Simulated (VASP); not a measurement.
# LiPS3 (Cmcm) in VASP: single point with PBE

Aim: the single point of LiPS3 with PBE.

All numbers are computed with VASP 6.6.1; they aren't measurements. Logs are shortened: lines on timing, memory, paths and dates and some standing lists are left out, and cuts for length are marked.

## Step 1: The cell of the first run

The structure is orthorhombic, space group Cmcm (No. 63). The conventional cell has a = 4.541 Å, b = 13.219 Å, c = 7.288 Å, α = 90.00°, β = 90.00°, γ = 90.00°. Within 3.5 Å of Li (site symmetry m2m) lie 6 S at 2.64 to 3.06 Å and 2 P at 3.28 Å. P (site symmetry m2m) has 4 S at 2.30 to 2.32 Å within 3.0 Å. S (site symmetry m) has 2 S at 2.04 to 2.50 Å and 1 P at 2.30 Å and 1 Li at 2.64 Å within 2.7 Å. Within 3.1 Å of S (site symmetry 2/m) lie 2 P at 2.32 Å and 4 Li at 3.06 Å.

The cell was built from a structure type or drawn by symmetry, and may not be a known phase.

## Step 2: Single point, PBE

Input file INCAR:

```
ALGO = Normal
EDIFF = 1E-6
ENCUT = 750
GGA = PE
GGA_COMPAT = F
ISIF = 2
ISMEAR = 0
LASPH = T
LCHARG = F
LREAL = F
LWAVE = F
NBANDS = 37
NELM = 120
PREC = Accurate
SIGMA = 0.15
```

Input file KPOINTS:

```
k-points
0
Gamma
  3 3 2
```

Input file POSCAR:

```
LiPS3
1.0
    2.2704014401     -6.6093587041      0.0000000000
    2.2704014401      6.6093587041      0.0000000000
    0.0000000000      0.0000000000      7.2875394826
Li P S
2 2 6
Direct
    0.5705486690      0.4294513310      0.2500000000
    0.4294513310      0.5705486690      0.7500000000
    0.1081963277      0.8918036723      0.7500000000
    0.8918036723      0.1081963277      0.2500000000
    0.4706203405      0.9784502732      0.2500000000
    0.0215497268      0.5293796595      0.2500000000
    0.0000000000      0.0000000000      0.5000000000
    0.5293796595      0.0215497268      0.7500000000
    0.9784502732      0.4706203405      0.7500000000
    0.0000000000      0.0000000000      0.0000000000
```

Potentials or basis: VASP PAW PBE potentials, release 64 (Li_sv, P, S).

Started as:

```console
cat potpaw_PBE.64/Li_sv/POTCAR potpaw_PBE.64/P/POTCAR potpaw_PBE.64/S/POTCAR > POTCAR
mpirun -np 1 vasp_std > vasp.out
```

OUTCAR:

```text
EDIFF = 1E-6
   ENCUT = 750
   GGA = PE
   ISIF = 2
   ISMEAR = 0
   LASPH = T
   LREAL = F
   NELM = 120
   PREC = Accurate

 ion  position               nearest neighbor table
   1  0.571  0.429  0.250-   6 2.64   5 2.64
   2  0.429  0.571  0.750-   8 2.64   9 2.64
   3  0.108  0.892  0.750-   9 2.30   8 2.30   7 2.32  10 2.32
   4  0.892  0.108  0.250-   5 2.30   6 2.30   7 2.32  10 2.32
   5  0.471  0.978  0.250-   6 2.04   4 2.30   6 2.50   1 2.64
   6  0.022  0.529  0.250-   5 2.04   4 2.30   5 2.50   1 2.64
   7  0.000  0.000  0.500-   3 2.32   4 2.32
   8  0.529  0.022  0.750-   9 2.04   3 2.30   9 2.50   2 2.64
   9  0.978  0.471  0.750-   8 2.04   3 2.30   8 2.50   2 2.64
  10  0.000  0.000  0.000-   3 2.32   4 2.32

  LATTYP: Found a base centered orthorhombic cell.
 ALAT       =     4.5408028802
 B/A-ratio  =     2.9110969485
 C/A-ratio  =     1.6049010880

  Lattice vectors:

 A1 = (   2.2704014401,  -6.6093587041,   0.0000000000)
 A2 = (   2.2704014401,   6.6093587041,   0.0000000000)
 A3 = (   0.0000000000,   0.0000000000,   7.2875394826)

Analysis of symmetry for initial positions (statically):
=====================================================================
 Subroutine PRICEL returns:
 Original cell was already a primitive cell.

 Routine SETGRP: Setting up the symmetry group for a
 base centered orthorhombic supercell.

 Subroutine GETGRP returns: Found  8 space group operations
 (whereof  4 operations were pure point group operations)
 out of a pool of  8 trial point group operations.

The static configuration has the point symmetry C_2h.
 The point group associated with its full space group is D_2h.

Analysis of symmetry for dynamics (positions and initial velocities):
=====================================================================
 Subroutine PRICEL returns:
 Original cell was already a primitive cell.

 Routine SETGRP: Setting up the symmetry group for a
 base centered orthorhombic supercell.

 Subroutine GETGRP returns: Found  8 space group operations
 (whereof  4 operations were pure point group operations)
 out of a pool of  8 trial point group operations.

The dynamic configuration has the point symmetry C_2h.
 The point group associated with its full space group is D_2h.

 Subroutine INISYM returns: Found  8 space group operations
 (whereof  4 operations are pure point group operations),
 and found     1 'primitive' translations

[... 99 lines left out ...]
   ISIF   =      2    stress and relaxation
   ISYM   =      2    0-nonsym 1-usesym 2-fastsym
   POTIM  = 0.5000    time-step for ionic-motion
   TEBEG  =    0.0;   TEEND  =   0.0 temperature during run
   PSTRESS=    0.0 pullay stress
   NELECT =      52.0000    total number of electrons
   NUPDOWN=      -1.0000    fix difference up-down
   EMIN   =  10.00;   EMAX   =-10.00  energy-range for DOS
   EFERMI =   0.00;   METHOD = LEGACY
   ISMEAR =     0;   SIGMA  =   0.15  broadening in eV -4-tet -1-fermi 0-gaus
   EFERMI_NEDOS =   21; number of points for ismear=-14 and -15
   IALGO  =     38    algorithm
   IMIX   =      4    mixing-type and parameters
     AMIX     =   0.40;   BMIX     =  1.00
     AMIX_MAG =   1.60;   BMIX_MAG =  1.00
  volume/ion in A,a.u.               =      21.87       147.59
  Fermi-wavevector in a.u.,A,eV,Ry     =   1.014188  1.916537 13.994634  1.028577
  Thomas-Fermi vector in A             =   2.147401
   LORBIT       =      0    0 simple, 1 ext, 2 COOP (PROOUT), +10 PAW based schemes
   GGA     = PE    functional components
   LHFCALC =     F    Hartree Fock is set to
   AEXX    =    0.0000 exact exchange contribution
   IVDW    =     0    specifies the selected vdW correction
   LEPSILON=     F    determine dielectric tensor
   LRPA    =     F    only Hartree local field effects (RPA)
 non-spin polarized calculation
 Gauss-broadening in eV      SIGMA  =   0.15
  energy-cutoff  :      750.00
  volume of cell :      218.71
 maximum number of plane-waves:     10223
 NGX is ok and might be reduce to    64
   NGX = 31   NGY = 31   NGZ = 33

 number of electron      51.9999999 magnetization

 Free energy of the ion-electron system (eV)
  ---------------------------------------------------
  ext. energy  EPLUGINS =         0.00000000
  ---------------------------------------------------
  free energy    TOTEN  =       -40.09115428 eV

  energy without entropy =      -40.08635537  energy(sigma->0) =      -40.08875483

 E-fermi :   3.9829     XC(G=0):  -8.5002

 val. band max:        3.8405783538   @ k =   0.0000   0.0000   0.0000
 cond. band min:       4.1755091617   @ k =   0.3333   0.3333   0.0000
 fundamental gap:      0.3349308079
 Fermi energy:         3.9829103760

 k-point     1 :       0.0000    0.0000    0.0000
  band No.  band energies     occupation
      1     -43.6172      2.00000
      2     -43.6171      2.00000
      3     -12.9472      2.00000
      4     -12.6717      2.00000
      5     -10.3159      2.00000
      6      -9.1090      2.00000
[... 309 lines left out ...]
     36       8.4930      0.00000
     37       9.4751      0.00000

------------------------ aborting loop because EDIFF is reached ----------------------------------------

  FORCE on cell =-STRESS in cart. coord.  units (eV):
  Direction    XX          YY          ZZ          XY          YZ          ZX
  --------------------------------------------------------------------------------------
  -------------------------------------------------------------------------------------
  Total       -0.3925676      0.3060620     -0.0690969      0.0000000      0.0000000      0.0000000
  in kB       -2.8757566      2.2420595     -0.5061701      0.0000000      0.0000000      0.0000000
  external PRESSURE =      -0.3799557 kB  Pullay stress =       0.0000000 kB

 VOLUME and BASIS-vectors are now :
 -----------------------------------------------------------------------------
  energy-cutoff  :      750.00
  volume of cell :      218.71
      direct lattice vectors                 reciprocal lattice vectors
     2.270401440 -6.609358704  0.000000000     0.220225371 -0.075650305  0.000000000
     2.270401440  6.609358704  0.000000000     0.220225371  0.075650305  0.000000000
     0.000000000  0.000000000  7.287539483     0.000000000  0.000000000  0.137220526

 POSITION                                       TOTAL-FORCE (eV/Angst)
 -----------------------------------------------------------------------------------
      2.27040     -0.93256      1.82188        -0.000000      0.005075     -0.000000
      2.27040      0.93256      5.46565        -0.000000     -0.005075      0.000000
      2.27040      5.17914      5.46565        -0.000000     -0.036647     -0.000000
      2.27040     -5.17914      1.82188        -0.000000      0.036647     -0.000000
      3.28997      3.35643      1.82188        -0.074196     -0.035597     -0.000000
      1.25083      3.35643      1.82188         0.074196     -0.035597     -0.000000
      0.00000      0.00000      3.64377        -0.000000      0.000000     -0.000000
      1.25083     -3.35643      5.46565         0.074196      0.035597     -0.000000
      3.28997     -3.35643      5.46565        -0.074196      0.035597     -0.000000
      0.00000      0.00000      0.00000        -0.000000      0.000000     -0.000000
 -----------------------------------------------------------------------------------
    total drift:                                0.000000      0.000000      0.000000

  FREE ENERGIE OF THE ION-ELECTRON SYSTEM (eV)
  ---------------------------------------------------
  free  energy   TOTEN  =       -40.0911542842 eV

  energy  without entropy=      -40.0863553695  energy(sigma->0) =      -40.08875483
```

Run time: 1.8 min. Hardware: 1 thread of Intel Xeon 6975P-C (Granite Rapids), shared host; peak memory 0.6 GiB.

What came out:

- Free energy: -40.0912 eV
- Pressure: 0.0 GPa
- Largest force: 0.082 eV/Å
- Band gap on the k mesh: 0.33 eV (least direct gap 0.40 eV)

Forces on the atoms (eV/Å):
```
Li   0.000  0.005  0.000
Li   0.000 -0.005  0.000
P    0.000 -0.037  0.000
P    0.000  0.037  0.000
S   -0.074 -0.036  0.000
S    0.074 -0.036  0.000
S    0.000  0.000  0.000
S    0.074  0.036  0.000
S   -0.074  0.036  0.000
S    0.000  0.000  0.000
```

Caveat: the k points lie up to 0.49 Å⁻¹ apart; an odd mesh through Γ misses points on the zone boundary, where band edges can lie.
